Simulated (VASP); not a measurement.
Here is a VASP 6.6.1 calculation.

File INCAR:

```
PREC = Accurate ; ENCUT = 520
EDIFF = 1E-8 ; ISMEAR = -1
SIGMA = 0.05 ; LREAL = F
LASPH = T ; NELM = 60
ALGO = Normal ; ISIF = 2
LWAVE = F ; LCHARG = F
GGA = CA ; LEFG = T
NBANDS = 21
```

File KPOINTS:

```
Automatic mesh
0
Gamma
  10 10 10
```

POSCAR

```
Sb3Au
1.0
   -3.0601330371      3.0601330371      3.0601330371
    3.0601330371     -3.0601330371      3.0601330371
    3.0601330371      3.0601330371     -3.0601330371
Sb Au
3 1
Direct
    0.0000000000      0.5000000000      0.5000000000
    0.5000000000      0.0000000000      0.5000000000
    0.5000000000      0.5000000000      0.0000000000
    0.0000000000      0.0000000000      0.0000000000
```

Potentials or basis: VASP PAW LDA potentials, release 64 (Sb, Au).

The run is started by

```sh
$ cat potpaw_LDA.64/Sb/POTCAR potpaw_LDA.64/Au/POTCAR > POTCAR
$ mpirun -np 1 vasp_std > vasp.out
```

(1) What does it give for the pressure?

(2) What does it give for the band gap on the k mesh?

## Answers

(1) -8.5 GPa.

(2) zero (bands 13 and 14 overlap by 2.62 eV).

Caveat: the cell stands under tension; without QUAD_EFG the Cq values of the log hold for a quadrupole moment of 1 mb, not for the nuclei; spin-orbit coupling is left out, which moves the levels of the heavy elements.
